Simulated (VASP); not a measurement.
# Nb2Te (R-3m) in VASP: further runs

The runs below take Nb2Te through single point, relaxation of cell and atoms, with PBE.

Program: VASP 6.6.1. These are calculated values, not measurements. Logs are shortened: lines on timing, memory, paths and dates and some standing lists are left out, and cuts for length are marked.

## (1) The cell of the first run

It takes space group R-3m (No. 166, trigonal). Conventional cell: a = 3.365 Å, b = 3.365 Å, c = 19.175 Å, α = 90.00°, β = 90.00°, γ = 120.00°. Nb (site symmetry 3m) has 9 Nb at 2.76 to 3.37 Å and 3 Te at 2.95 Å within 3.6 Å. Within 3.9 Å of Te (site symmetry -3m) lie 6 Nb at 2.95 Å and 6 Te at 3.37 Å.

## (2) Single point, PBE

File INCAR:

```
SYSTEM = Nb2Te
ALGO = Normal ; EDIFF = 1E-7
ENCUT = 520 ; GGA = PE
ISIF = 2 ; ISMEAR = 0
LASPH = .True. ; LCHARG = .False.
LREAL = .False. ; LWAVE = .False.
NBANDS = 23 ; NELM = 100
PREC = Accurate ; SIGMA = 0.1
```

File KPOINTS:

```
k-points
0
Gamma
  6 6 6
  0 0 0
```

File POSCAR:

```
Nb2Te
1.0
    1.6825242616      0.9714058354      6.3917892217
   -1.6825242616      0.9714058354      6.3917892217
    0.0000000000     -1.9428116707      6.3917892217
Nb Te
2 1
Direct
    0.7823795820      0.7823795820      0.7823795820
    0.2176204180      0.2176204180      0.2176204180
    0.0000000000      0.0000000000      0.0000000000
```

Potentials or basis: VASP PAW PBE potentials, release 64 (Nb_sv, Te).

Launch:

```bash
cat potpaw_PBE.64/Nb_sv/POTCAR potpaw_PBE.64/Te/POTCAR > POTCAR
mpirun -np 1 vasp_std > vasp.out
```

OUTCAR:

```text
SYSTEM = Nb2Te
   EDIFF = 1E-7
   ENCUT = 520
   GGA = PE
   ISIF = 2
   ISMEAR = 0
   LASPH = .True.
   LREAL = .False.
   NELM = 100
   PREC = Accurate

 ion  position               nearest neighbor table
   1  0.782  0.782  0.782-   2 2.76   2 2.76   2 2.76   3 2.95   3 2.95   3 2.95
   2  0.218  0.218  0.218-   1 2.76   1 2.76   1 2.76   3 2.95   3 2.95   3 2.95
   3  0.000  0.000  0.000-   1 2.95   1 2.95   2 2.95   2 2.95   1 2.95   2 2.95

  LATTYP: Found a trigonal (rhomboedric) cell.
 ALAT       =     6.6805304163
 COS(alpha) =     0.8731382275

  Lattice vectors:

 A1 = (   1.6825242616,   0.9714058354,   6.3917892217)
 A2 = (  -1.6825242616,   0.9714058354,   6.3917892217)
 A3 = (   0.0000000000,  -1.9428116707,   6.3917892217)

Analysis of symmetry for initial positions (statically):
=====================================================================
 Subroutine PRICEL returns:
 Original cell was already a primitive cell.

 Routine SETGRP: Setting up the symmetry group for a
 trigonal (rhombohedral) supercell.

 Subroutine GETGRP returns: Found 12 space group operations
 (whereof 12 operations were pure point group operations)
 out of a pool of 12 trial point group operations.

The static configuration has the point symmetry D_3d.

Analysis of symmetry for dynamics (positions and initial velocities):
=====================================================================
 Subroutine PRICEL returns:
 Original cell was already a primitive cell.

 Routine SETGRP: Setting up the symmetry group for a
 trigonal (rhombohedral) supercell.

 Subroutine GETGRP returns: Found 12 space group operations
 (whereof 12 operations were pure point group operations)
 out of a pool of 12 trial point group operations.

The dynamic configuration has the point symmetry D_3d.

 Subroutine INISYM returns: Found 12 space group operations
 (whereof 12 operations are pure point group operations),
 and found     1 'primitive' translations

----------------------------------------------------------------------------------------

                                     Primitive cell

  volume of cell :      62.6810

  direct lattice vectors                    reciprocal lattice vectors
     1.682524262  0.971405835  6.391789222     0.297172535  0.171572643  0.052150239
    -1.682524262  0.971405835  6.391789222    -0.297172535  0.171572643  0.052150239
     0.000000000 -1.942811671  6.391789222     0.000000000 -0.343145286  0.052150239

  length of vectors
     6.680530416  6.680530416  6.680530416     0.347085486  0.347085486  0.347085486

  position of ions in fractional coordinates (direct lattice)
     0.782379582  0.782379582  0.782379582
     0.217620418  0.217620418  0.217620418
     0.000000000  0.000000000  0.000000000

  ion indices of the primitive-cell ions
   primitive index   ion index
                 1           1
                 2           2
                 3           3

----------------------------------------------------------------------------------------

 KPOINTS: k-points

Automatic generation of k-mesh.
 Grid dimensions read from file:
 generate k-points for:    6    6    6

 Generating k-lattice:

  Cartesian coordinates                     Fractional coordinates (reciprocal lattice)
     0.049528756  0.028595441  0.008691706     0.166666667  0.000000000  0.000000000
    -0.049528756  0.028595441  0.008691706     0.000000000  0.166666667  0.000000000
     0.000000000 -0.057190881  0.008691706    -0.000000000 -0.000000000  0.166666667

  Length of vectors
     0.057847581  0.057847581  0.057847581

  Shift w.r.t. Gamma in fractional coordinates (k-lattice)
     0.000000000  0.000000000  0.000000000

 Subroutine IBZKPT returns following result:
 ===========================================

 Found     32 irreducible k-points:

 Following reciprocal coordinates:
            Coordinates               Weight
  0.000000  0.000000  0.000000      1.000000
  0.166667 -0.000000  0.000000      6.000000
  0.333333  0.000000  0.000000      6.000000
  0.500000 -0.000000  0.000000      3.000000
  0.166667  0.166667  0.000000      6.000000
  0.333333  0.166667  0.000000     12.000000
[... 16 lines left out ...]
  0.500000  0.500000  0.166667      6.000000
 -0.333333  0.500000  0.166667     12.000000
 [... further k-points ...]
   k-points           NKPTS =     32   k-points in BZ     NKDIM =     32   number of bands    NBANDS=     23
   number of dos      NEDOS =    301   number of ions     NIONS =      3
   total plane-waves  NPLWV = 125000
   dimension x,y,z NGX =    50 NGY =   50 NGZ =   50
   dimension x,y,z NGXF=   100 NGYF=  100 NGZF=  100
   ions per type =               2   1
   NGX,Y,Z   is equivalent  to a cutoff of  12.44, 12.44, 12.44 a.u.
   NGXF,Y,Z  is equivalent  to a cutoff of  24.89, 24.89, 24.89 a.u.
 SYSTEM =  Nb2Te
   PREC   = accura    normal or accurate (medium, high low for compatibility)
   ISTART =      0    job   : 0-new  1-cont  2-samecut
   ICHARG =      2    charge: 1-file 2-atom 10-const
   ISPIN  =      1    spin polarized calculation?
   LNONCOLLINEAR =      F non collinear calculations
   LSORBIT =      F    spin-orbit coupling
   LASPH  =      T    aspherical Exc in radial PAW
   ENCUT  =  520.0 eV  38.22 Ry    6.18 a.u.  12.42 12.42 12.42*2*pi/ulx,y,z
   NELM   =    100;   NELMIN=  2; NELMDL= -5     # of ELM steps
   EDIFF  = 0.1E-06   stopping-criterion for ELM
   LREAL  =      F    real-space projection
   EDIFFG = 0.1E-05   stopping-criterion for IOM
   NSW    =      0    number of steps for IOM
   IBRION =     -1    ionic relax: 0-MD 1-quasi-New 2-CG
   NFREE  =      0    steps in history (QN), initial steepest desc. (CG)
   ISIF   =      2    stress and relaxation
   ISYM   =      2    0-nonsym 1-usesym 2-fastsym
   POTIM  = 0.5000    time-step for ionic-motion
   TEBEG  =    0.0;   TEEND  =   0.0 temperature during run
   PSTRESS=    0.0 pullay stress
   NELECT =      32.0000    total number of electrons
   NUPDOWN=      -1.0000    fix difference up-down
   EMIN   =  10.00;   EMAX   =-10.00  energy-range for DOS
   EFERMI =   0.00;   METHOD = LEGACY
   ISMEAR =     0;   SIGMA  =   0.10  broadening in eV -4-tet -1-fermi 0-gaus
   EFERMI_NEDOS =   21; number of points for ismear=-14 and -15
   IALGO  =     38    algorithm
   IMIX   =      4    mixing-type and parameters
     AMIX     =   0.40;   BMIX     =  1.00
     AMIX_MAG =   1.60;   BMIX_MAG =  1.00
  volume/ion in A,a.u.               =      20.89       141.00
  Fermi-wavevector in a.u.,A,eV,Ry     =   1.308417  2.472550 23.292570  1.711956
  Thomas-Fermi vector in A             =   2.439085
   LORBIT       =      0    0 simple, 1 ext, 2 COOP (PROOUT), +10 PAW based schemes
   GGA     = PE    functional components
   LHFCALC =     F    Hartree Fock is set to
   AEXX    =    0.0000 exact exchange contribution
   IVDW    =     0    specifies the selected vdW correction
   LEPSILON=     F    determine dielectric tensor
   LRPA    =     F    only Hartree local field effects (RPA)
 non-spin polarized calculation
 Gauss-broadening in eV      SIGMA  =   0.10
  energy-cutoff  :      520.00
  volume of cell :       62.68
 maximum number of plane-waves:      1710
 NGX is ok and might be reduce to    50
   NGX = 25   NGY = 25   NGZ = 25

 number of electron      32.0000001 magnetization

 Free energy of the ion-electron system (eV)
  ---------------------------------------------------
  ext. energy  EPLUGINS =         0.00000000
  ---------------------------------------------------
  free energy    TOTEN  =       -23.10116672 eV

  energy without entropy =      -23.08574924  energy(sigma->0) =      -23.09345798

 E-fermi :  10.5874     XC(G=0): -11.5997

 val. band max:       10.5416272887   @ k =   0.3333   0.3333   0.1667
 cond. band min:      10.5900890028   @ k =   0.3333   0.1667   0.0000
 fundamental gap:      0.0484617141
 Fermi energy:        10.5874217271

 k-point     1 :       0.0000    0.0000    0.0000
  band No.  band energies     occupation
      1     -44.2146      2.00000
      2     -43.9857      2.00000
      3     -20.6336      2.00000
      4     -20.1683      2.00000
      5     -20.1683      2.00000
      6     -19.8779      2.00000
[... 15 lines left out ...]
     22      14.2562      0.00000
     23      14.2562      0.00000

 k-point     2 :       0.1667   -0.0000    0.0000
  band No.  band energies     occupation
      1     -44.1939      2.00000
      2     -43.9919      2.00000
      3     -20.6170      2.00000
      4     -20.3032      2.00000
      5     -20.2055      2.00000
      6     -19.9236      2.00000
[... 15 lines left out ...]
     22      14.2941      0.00000
     23      14.7404      0.00000

 k-point     3 :       0.3333    0.0000    0.0000
  band No.  band energies     occupation
      1     -44.1444      2.00000
      2     -44.0122      2.00000
      3     -20.6104      2.00000
      4     -20.5113      2.00000
      5     -20.2736      2.00000
      6     -19.9627      2.00000
[... 15 lines left out ...]
     22      14.2412      0.00000
     23      15.3224      0.00000

 k-point     4 :       0.5000   -0.0000    0.0000
  band No.  band energies     occupation
      1     -44.1089      2.00000
      2     -44.0332      2.00000
      3     -20.6332      2.00000
      4     -20.5934      2.00000
      5     -20.3054      2.00000
      6     -19.9207      2.00000
[... 15 lines left out ...]
     22      14.5890      0.00000
     23      15.5518      0.00000

 k-point     5 :       0.1667    0.1667    0.0000
  band No.  band energies     occupation
      1     -44.1938      2.00000
      2     -43.9919      2.00000
      3     -20.6165      2.00000
      4     -20.3038      2.00000
      5     -20.2058      2.00000
      6     -19.9229      2.00000
[... 15 lines left out ...]
     22      14.2816      0.00000
     23      14.5842      0.00000

 k-point     6 :       0.3333    0.1667    0.0000
  band No.  band energies     occupation
      1     -44.1583      2.00000
      2     -44.0056      2.00000
      3     -20.6046      2.00000
      4     -20.4392      2.00000
      5     -20.2953      2.00000
      6     -19.9354      2.00000
[... 15 lines left out ...]
     22      14.5245      0.00000
     23      15.0496      0.00000

 k-point     7 :       0.5000    0.1667    0.0000
  band No.  band energies     occupation
      1     -44.1091      2.00000
      2     -44.0330      2.00000
      3     -20.6068      2.00000
      4     -20.5592      2.00000
      5     -20.3728      2.00000
      6     -19.9413      2.00000
[... 353 lines left out ...]
     22      14.4228      0.00000
     23      15.5440      0.00000

 k-point    21 :      -0.3333    0.3333    0.1667
  band No.  band energies     occupation
      1     -44.1091      2.00000
      2     -44.0330      2.00000
      3     -20.6073      2.00000
      4     -20.5608      2.00000
      5     -20.3725      2.00000
      6     -19.9403      2.00000
[... 15 lines left out ...]
     22      14.4578      0.00000
     23      16.3941      0.00000

 k-point    22 :      -0.1667    0.3333    0.1667
  band No.  band energies     occupation
      1     -44.1092      2.00000
      2     -44.0329      2.00000
      3     -20.6078      2.00000
      4     -20.5605      2.00000
      5     -20.3728      2.00000
      6     -19.9402      2.00000
[... 15 lines left out ...]
     22      14.6804      0.00000
     23      14.7447      0.00000

 k-point    23 :       0.5000    0.5000    0.1667
  band No.  band energies     occupation
      1     -44.1444      2.00000
      2     -44.0123      2.00000
      3     -20.6100      2.00000
      4     -20.5157      2.00000
      5     -20.2747      2.00000
      6     -19.9576      2.00000
[... 15 lines left out ...]
     22      14.4147      0.00000
     23      15.5824      0.00000

 k-point    24 :      -0.3333    0.5000    0.1667
  band No.  band energies     occupation
      1     -44.1091      2.00000
      2     -44.0330      2.00000
      3     -20.6080      2.00000
      4     -20.5624      2.00000
      5     -20.3723      2.00000
      6     -19.9392      2.00000
[... 15 lines left out ...]
     22      14.5174      0.00000
     23      16.0353      0.00000

 [... further k-points ...]
[... 5 lines left out ...]
  --------------------------------------------------------------------------------------
  -------------------------------------------------------------------------------------
  Total       -0.2238949     -0.2238949     -0.0269516      0.0000000     -0.0000000      0.0000000
  in kB       -5.7229380     -5.7229380     -0.6889050      0.0000000     -0.0000000      0.0000000
  external PRESSURE =      -4.0449270 kB  Pullay stress =       0.0000000 kB

 VOLUME and BASIS-vectors are now :
 -----------------------------------------------------------------------------
  energy-cutoff  :      520.00
  volume of cell :       62.68
      direct lattice vectors                 reciprocal lattice vectors
     1.682524262  0.971405835  6.391789222     0.297172535  0.171572643  0.052150239
    -1.682524262  0.971405835  6.391789222    -0.297172535  0.171572643  0.052150239
     0.000000000 -1.942811671  6.391789222     0.000000000 -0.343145286  0.052150239

 POSITION                                       TOTAL-FORCE (eV/Angst)
 -----------------------------------------------------------------------------------
      0.00000      0.00000     15.00242         0.000000      0.000000      0.024100
      0.00000      0.00000      4.17295         0.000000     -0.000000     -0.024100
      0.00000      0.00000      0.00000         0.000000      0.000000      0.000000
 -----------------------------------------------------------------------------------
    total drift:                                0.000000     -0.000000     -0.000000

  FREE ENERGIE OF THE ION-ELECTRON SYSTEM (eV)
  ---------------------------------------------------
  free  energy   TOTEN  =       -23.1011667209 eV

  energy  without entropy=      -23.0857492384  energy(sigma->0) =      -23.09345798
```

It took 1.8 min on 1 thread of AMD EPYC 9R45 (Zen 5), shared host; peak memory 0.31 GiB.

Results:

```yaml
Free_energy: -23.1012 eV
Pressure: -0.4 GPa
Largest_force: 0.024 eV/Å
Band_gap_on_the_k_mesh: zero (band 16 reaches 11.10 eV, above the bottom of band 17 at 10.39 eV)
```

Forces on the atoms (eV/Å):
```
Nb   0.000  0.000  0.024
Nb   0.000  0.000 -0.024
Te   0.000  0.000  0.000
```

Stress tensor (GPa, compression positive):
```
-0.57  0.00  0.00
 0.00 -0.57  0.00
 0.00  0.00 -0.07
```

Caveat: the k points lie up to 0.36 Å⁻¹ apart; spin-orbit coupling is left out, which moves the levels of the heavy elements.

(Continued in part 2 of 2.)
